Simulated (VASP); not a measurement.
Si3C4: single point with PBE

Crystal: Si3C4.

```xyz
7
Lattice="3.0042 0.0000 0.0000 -1.5021 2.6017 0.0000 0.0000 0.0000 8.8932" Properties=species:S:1:pos:R:3 pbc="T T T"
Si    0.0000    0.0000    4.4466
Si    1.5021    0.8672    1.5359
Si    0.0000    1.7345    7.3573
C     0.0000    0.0000    0.7637
C     0.0000    1.7345    5.5285
C     0.0000    0.0000    8.1295
C     1.5021    0.8672    3.3647
```

| Item | Value |
| --- | --- |
| Program | VASP 6.6.1 |
| Task | single point |
| Functional | PBE |
| Potentials or basis | VASP PAW PBE potentials, release 64 (Si, C) |
| Cutoff | 520 eV |
| k mesh | 12 × 12 × 4 |
| Occupations | gaussian, width 0.2 eV |
| Spin | no spin polarisation |
| Dipole correction | no |
| Further INCAR settings | ALGO = Normal; EDIFF = 1e-07; NBANDS = 23 |

The pressure is 0.0 GPa and the largest force is 0.042 eV/Å. The band gap on the k mesh is zero (bands 14 and 15 overlap by 2.94 eV).

Forces on the atoms (eV/Å):
```
Si   0.000  0.000  0.000
Si   0.000  0.000 -0.015
Si   0.000  0.000  0.015
C    0.000  0.000  0.042
C    0.000  0.000 -0.008
C    0.000  0.000 -0.042
C    0.000  0.000  0.008
```

Levels at points of the mesh, in eV from the Fermi level:
```csv
k point,band 10,band 11,band 12,band 13,band 14,band 15,band 16,band 17,band 18,band 19
"(0.00, 0.00, 0.00)",0.24,0.24,0.93,0.93,1.01,1.01,4.56,5.21,7.15,7.26
"(0.50, 0.00, 0.00)",-4.03,-3.53,-1.94,-1.33,-1.31,0.82,2.45,3.43,4.34,5.86
"(0.00, 0.00, 0.50)",0.45,0.45,0.48,0.48,1.26,1.26,4.58,4.60,6.97,6.97
"(0.50, 0.00, 0.50)",-4.00,-2.62,-2.23,-2.01,-0.79,0.46,2.03,2.77,5.09,5.78
```

Wall time 110 s on 1 thread of Intel(R) Xeon(R) Platinum 8259CL CPU @ 2.50GHz (Skylake/Cascade Lake) (shared host), peak memory 0.23 GiB.
